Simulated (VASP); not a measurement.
CdSe (pbe): relaxation of the atoms with PBE

CdSe (pbe):

```
Cd Se
1.0
     0.00000    3.00544    3.18520
     3.00544    0.00000    3.18520
     3.00544    3.00544    0.00000
Cd Se
1 1
Direct
  0.00000 0.00000 0.00000
  0.25000 0.25000 0.25000
```

This cell differs from its parent crystal: strained cell.

```
Program                : VASP 6.6.1
Task                   : relaxation of the atoms
Functional             : PBE
Potentials or basis    : VASP PAW PBE potentials, release 64 (Cd, Se)
Cutoff                 : 450 eV
k mesh                 : 8 × 8 × 8
Occupations            : gaussian, width 0.02 eV
Spin                   : no spin polarisation
Dipole correction      : no
Further INCAR settings : ALGO = Normal; EDIFF = 1e-07; IBRION = 2; EDIFFG = -0.002; NSW = 60
```

The pressure after relaxing is 1.7 GPa. The band gap on the k mesh is 0.49 eV, direct.

Stress tensor (GPa, compression positive):
```
2.02 0.00 0.00
0.00 2.02 0.00
0.00 0.00 0.98
```

Final structure:
```xyz
2
Lattice="0.0000 3.0054 3.1852 3.0054 0.0000 3.1852 3.0054 3.0054 0.0000" Properties=species:S:1:pos:R:3 pbc="T T T"
Cd    0.0000    0.0000    0.0000
Se    1.5027    1.5027    1.5926
```

Levels at points of the mesh, in eV from the valence-band top:
```csv
k point,band 5,band 6,band 7,band 8,band 9,band 10,band 11,band 12,band 13
"(0.00, 0.00, 0.00)",-7.58,-7.57,-0.20,0.00,0.00,0.49,5.89,5.89,5.90
"(0.50, 0.00, 0.00)",-7.54,-7.30,-4.31,-0.91,-0.65,2.27,6.21,6.58,7.30
"(0.50, 0.50, 0.00)",-7.52,-7.29,-4.24,-1.67,-1.67,3.25,3.99,8.60,10.06
"(0.50, 0.00, 0.50)",-7.52,-7.21,-3.93,-1.95,-1.86,3.06,3.52,9.10,9.63
```

It took 56 s on 1 thread of Intel Xeon 8259CL, with other jobs on the host, peak memory 0.19 GiB.

Caveat: the cell differs from its parent crystal (strained cell); the relaxation stopped at its first step, so nothing moved.
